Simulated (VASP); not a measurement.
# AlRu (Pmm2) in VASP: notebook

AlRu is run at these levels: PBEsol; tasks: single point.

Everything below comes from runs of VASP 6.6.1. Logs are shortened: lines on timing, memory, paths and dates and some standing lists are left out, and cuts for length are marked.

### Step 1. The cell of the first run

It takes space group Pmm2 (No. 25, orthorhombic). Conventional cell: a = 2.976 Å, b = 5.953 Å, c = 2.976 Å, α = 90.00°, β = 90.00°, γ = 90.00°. Within 3.4 Å of Al (site symmetry m) lie 8 Ru at 2.56 to 2.59 Å and 6 Al at 2.95 to 3.01 Å. Ru (site symmetry mm2) has 8 Al at 2.58 to 2.59 Å and 6 Ru at 2.98 Å within 3.4 Å. Ru (site symmetry mm2) has 8 Al at 2.56 to 2.58 Å and 6 Ru at 2.98 Å within 3.4 Å.

### Step 2. Single point, PBEsol (atoms displaced along a vibrational mode)

File INCAR:

```
  PREC = Accurate
  ENCUT = 520
  EDIFF = 1E-7
  ISMEAR = 0
  SIGMA = 0.15
  LREAL = False
  LASPH = True
  NELM = 60
  ALGO = Fast
  ISIF = 2
  LWAVE = False
  LCHARG = False
  GGA = PS
  NBANDS = 25
```

File KPOINTS:

```
Automatic mesh
0
Gamma
  16 16 8
```

File POSCAR:

```
AlRu
1.0
    2.9763250904      0.0000000000      0.0000000000
    0.0000000000      2.9763250904      0.0000000000
    0.0000000000      0.0000000000      5.9526501809
Al Ru
2 2
Direct
    0.0000000000      0.0000000000     -0.0024526891
    0.0000000000      0.0000000000      0.5024526891
    0.4948258340      0.5000000000      0.2500000000
    0.5051741660      0.5000000000      0.7500000000
```

Potentials or basis: VASP PAW PBE potentials, release 64 (Al, Ru_pv).

Run with:

```bash
$ cat potpaw_PBE.64/Al/POTCAR potpaw_PBE.64/Ru_pv/POTCAR > POTCAR
$ mpirun -np 1 vasp_std > vasp.out
```

OUTCAR:

```text
PREC = Accurate
   ENCUT = 520
   EDIFF = 1E-7
   ISMEAR = 0
   LREAL = False
   LASPH = True
   NELM = 60
   ISIF = 2
   GGA = PS

 ion  position               nearest neighbor table
   1  0.000  0.000  0.998-   4 2.56   4 2.56   3 2.58   3 2.58   4 2.58   4 2.58   3 2.59   3 2.59
                             2 2.95   2 3.01
   2  0.000  0.000  0.502-   4 2.56   4 2.56   3 2.58   3 2.58   4 2.58   4 2.58   3 2.59   3 2.59
                             1 2.95   1 3.01
   3  0.495  0.500  0.250-   1 2.58   2 2.58   1 2.58   2 2.58   1 2.59   2 2.59   1 2.59   2 2.59
                             4 2.98   4 2.98
   4  0.505  0.500  0.750-   1 2.56   2 2.56   1 2.56   2 2.56   1 2.58   2 2.58   1 2.58   2 2.58
                             3 2.98   3 2.98

  LATTYP: Found a simple tetragonal cell.
 ALAT       =     2.9763250904
 C/A-ratio  =     2.0000000000

  Lattice vectors:

 A1 = (   2.9763250904,   0.0000000000,   0.0000000000)
 A2 = (   0.0000000000,   2.9763250904,   0.0000000000)
 A3 = (   0.0000000000,   0.0000000000,   5.9526501809)

Analysis of symmetry for initial positions (statically):
=====================================================================
 Subroutine PRICEL returns:
 Original cell was already a primitive cell.

 Routine SETGRP: Setting up the symmetry group for a
 simple tetragonal supercell.

 Subroutine GETGRP returns: Found  4 space group operations
 (whereof  2 operations were pure point group operations)
 out of a pool of 16 trial point group operations.

The static configuration has the point symmetry C_1h.
 The point group associated with its full space group is C_2v.

Analysis of symmetry for dynamics (positions and initial velocities):
=====================================================================
 Subroutine PRICEL returns:
 Original cell was already a primitive cell.

 Routine SETGRP: Setting up the symmetry group for a
 simple tetragonal supercell.

 Subroutine GETGRP returns: Found  4 space group operations
 (whereof  2 operations were pure point group operations)
 out of a pool of 16 trial point group operations.

The dynamic configuration has the point symmetry C_1h.
 The point group associated with its full space group is C_2v.

 Subroutine INISYM returns: Found  4 space group operations
 (whereof  2 operations are pure point group operations),
 and found     1 'primitive' translations

----------------------------------------------------------------------------------------

[... 92 lines left out ...]
   LSORBIT =      F    spin-orbit coupling
   LASPH  =      T    aspherical Exc in radial PAW
   ENCUT  =  520.0 eV  38.22 Ry    6.18 a.u.   5.53  5.53 11.07*2*pi/ulx,y,z
   NELM   =     60;   NELMIN=  2; NELMDL= -5     # of ELM steps
   EDIFF  = 0.1E-06   stopping-criterion for ELM
   LREAL  =      F    real-space projection
   EDIFFG = 0.1E-05   stopping-criterion for IOM
   NSW    =      0    number of steps for IOM
   IBRION =     -1    ionic relax: 0-MD 1-quasi-New 2-CG
   NFREE  =      0    steps in history (QN), initial steepest desc. (CG)
   ISIF   =      2    stress and relaxation
   ISYM   =      2    0-nonsym 1-usesym 2-fastsym
   POTIM  = 0.5000    time-step for ionic-motion
   TEBEG  =    0.0;   TEEND  =   0.0 temperature during run
   PSTRESS=    0.0 pullay stress
   NELECT =      34.0000    total number of electrons
   NUPDOWN=      -1.0000    fix difference up-down
   EMIN   =  10.00;   EMAX   =-10.00  energy-range for DOS
   EFERMI =   0.00;   METHOD = LEGACY
   ISMEAR =     0;   SIGMA  =   0.15  broadening in eV -4-tet -1-fermi 0-gaus
   EFERMI_NEDOS =   21; number of points for ismear=-14 and -15
   IALGO  =     68    algorithm
   IMIX   =      4    mixing-type and parameters
     AMIX     =   0.40;   BMIX     =  1.00
     AMIX_MAG =   1.60;   BMIX_MAG =  1.00
  volume/ion in A,a.u.               =      13.18        88.96
  Fermi-wavevector in a.u.,A,eV,Ry     =   1.414308  2.672655 27.215300  2.000268
  Thomas-Fermi vector in A             =   2.535864
   LORBIT       =      0    0 simple, 1 ext, 2 COOP (PROOUT), +10 PAW based schemes
   GGA     = PS    functional components
   LHFCALC =     F    Hartree Fock is set to
   AEXX    =    0.0000 exact exchange contribution
   IVDW    =     0    specifies the selected vdW correction
   LEPSILON=     F    determine dielectric tensor
   LRPA    =     F    only Hartree local field effects (RPA)
 non-spin polarized calculation
 RMM-DIIS sequential band-by-band and
 Gauss-broadening in eV      SIGMA  =   0.15
  energy-cutoff  :      520.00
  volume of cell :       52.73
 maximum number of plane-waves:      1447
 NGX is ok and might be reduce to    24
   NGX = 11   NGY = 11   NGZ = 23

 number of electron      33.9999994 magnetization

 Free energy of the ion-electron system (eV)
  ---------------------------------------------------
  ext. energy  EPLUGINS =         0.00000000
  ---------------------------------------------------
  free energy    TOTEN  =       -31.04922129 eV

  energy without entropy =      -31.01188046  energy(sigma->0) =      -31.03055088

 E-fermi :  10.8328     XC(G=0): -12.7660

 val. band max:       10.8277957183   @ k =   0.2500   0.0000   0.2500
 cond. band min:      10.8346211293   @ k =   0.4375   0.3750   0.5000
 fundamental gap:      0.0068254110
 Fermi energy:        10.8328445069

 k-point     1 :       0.0000    0.0000    0.0000
  band No.  band energies     occupation
      1     -31.1229      2.00000
      2     -30.9001      2.00000
      3     -30.8999      2.00000
      4     -30.8998      2.00000
      5     -30.8810      2.00000
      6     -30.8808      2.00000
[... 661 lines left out ...]
     24      19.0757      0.00000
     25      20.2184      0.00000

 [... further k-points ...]
[... 5 lines left out ...]
  --------------------------------------------------------------------------------------
  -------------------------------------------------------------------------------------
  Total        0.0415018      0.0452642      0.0499385      0.0000000      0.0000000      0.0000000
  in kB        1.2609759      1.3752902      1.5173138      0.0000000      0.0000000      0.0000000
  external PRESSURE =       1.3845266 kB  Pullay stress =       0.0000000 kB

 VOLUME and BASIS-vectors are now :
 -----------------------------------------------------------------------------
  energy-cutoff  :      520.00
  volume of cell :       52.73
      direct lattice vectors                 reciprocal lattice vectors
     2.976325090  0.000000000  0.000000000     0.335984803  0.000000000  0.000000000
     0.000000000  2.976325090  0.000000000     0.000000000  0.335984803  0.000000000
     0.000000000  0.000000000  5.952650181     0.000000000  0.000000000  0.167992402

 POSITION                                       TOTAL-FORCE (eV/Angst)
 -----------------------------------------------------------------------------------
      0.00000      0.00000      5.93805         0.005639      0.000000      0.164927
      0.00000      0.00000      2.99093         0.005639      0.000000     -0.164927
      1.47276      1.48816      1.48816         0.149768      0.000000      0.000000
      1.50356      1.48816      4.46449        -0.161047      0.000000      0.000000
 -----------------------------------------------------------------------------------
    total drift:                               -0.000001      0.000000      0.000000

  FREE ENERGIE OF THE ION-ELECTRON SYSTEM (eV)
  ---------------------------------------------------
  free  energy   TOTEN  =       -31.0492212943 eV

  energy  without entropy=      -31.0118804582  energy(sigma->0) =      -31.03055088
```

OSZICAR:

```text
N       E                     dE             d eps       ncg     rms          rms(c)
DAV:   1     0.297321855550E+03    0.29732E+03   -0.19030E+04 20922   0.134E+03
DAV:   2    -0.248512923784E+02   -0.32217E+03   -0.31069E+03 21540   0.395E+02
DAV:   3    -0.325613707251E+02   -0.77101E+01   -0.75311E+01 24794   0.630E+01
[... 11 lines left out ...]
RMM:  15    -0.310492216247E+02    0.19112E-05   -0.31863E-06 27516   0.950E-03    0.250E-02
RMM:  16    -0.310492206929E+02    0.93175E-06   -0.51192E-07 20844   0.415E-03    0.983E-03
RMM:  17    -0.310492209805E+02   -0.28755E-06   -0.10848E-07 15733   0.223E-03    0.329E-03
RMM:  18    -0.310492213513E+02   -0.37078E-06   -0.99390E-08 14603   0.247E-03    0.301E-03
RMM:  19    -0.310492212943E+02    0.56930E-07   -0.20317E-08 13568   0.836E-04
   1 F= -.31049221E+02 E0= -.31030551E+02  d E =-.373408E-01
```

It took 4.7 min on 1 thread of AMD EPYC 9R45 (Zen 5), shared host; peak memory 0.49 GiB.

Results:

```yaml
Free_energy: -31.0492 eV
Pressure: 0.1 GPa
Largest_force: 0.165 eV/Å
Band_gap_on_the_k_mesh: zero (bands 17 and 18 overlap by 3.15 eV)
```

Forces on the atoms (eV/Å):
```
Al   0.006  0.000  0.165
Al   0.006  0.000 -0.165
Ru   0.150  0.000  0.000
Ru  -0.161  0.000  0.000
```

Caveat: the cell differs from its parent crystal (atoms displaced along a vibrational mode); the PAW data sets were made with another functional, which shifts forces and pressure a little.

(Continued in part 2 of 2.)
